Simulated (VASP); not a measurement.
TePb3Se2, 6 atoms in the cell. It takes space group P-3m1 (No. 164, trigonal). Conventional cell: a = 4.427 Å, b = 4.427 Å, c = 10.844 Å, α = 90.00°, β = 90.00°, γ = 120.00°. Te (site symmetry -3m) has 6 Pb at 3.13 Å within 4.1 Å. Within 4.1 Å of Pb (site symmetry 3m) lie 3 Se at 3.13 Å and 3 Te at 3.13 Å. Within 4.1 Å of Pb (site symmetry -3m) lie 6 Se at 3.13 Å. Se (site symmetry 3m) has 6 Pb at 3.13 Å within 4.1 Å. 

| Item | Value |
| --- | --- |
| Program | VASP 6.6.1 |
| Task | single point |
| Functional | PBE |
| Potentials or basis | VASP PAW PBE potentials, release 64 (Te, Pb_d, Se) |
| Cutoff | 520 eV |
| k mesh | 6 × 6 × 2 |
| Occupations | gaussian, width 0.1 eV |
| Spin | no spin polarisation |
| Dipole correction | no |
| Further INCAR settings | ALGO = Normal; EDIFF = 1e-06; NBANDS = 39 |

Potentials or basis: VASP PAW PBE potentials, release 64 (Te, Pb_d, Se).

Run with:

```sh
$ cat potpaw_PBE.64/Te/POTCAR potpaw_PBE.64/Pb_d/POTCAR potpaw_PBE.64/Se/POTCAR > POTCAR
$ mpirun -np 1 vasp_std > vasp.out
```

Hardware: 1 thread of Intel(R) Xeon(R) Platinum 8175M CPU @ 2.50GHz (Skylake/Cascade Lake) (shared host).

Problem. How long does it take, and how much memory?

Solution. Run time: 110 s on 1 thread of Intel(R) Xeon(R) Platinum 8175M CPU @ 2.50GHz (Skylake/Cascade Lake) (shared host), peak memory 0.36 GiB. Counts: scf iterations 14, k points 14.
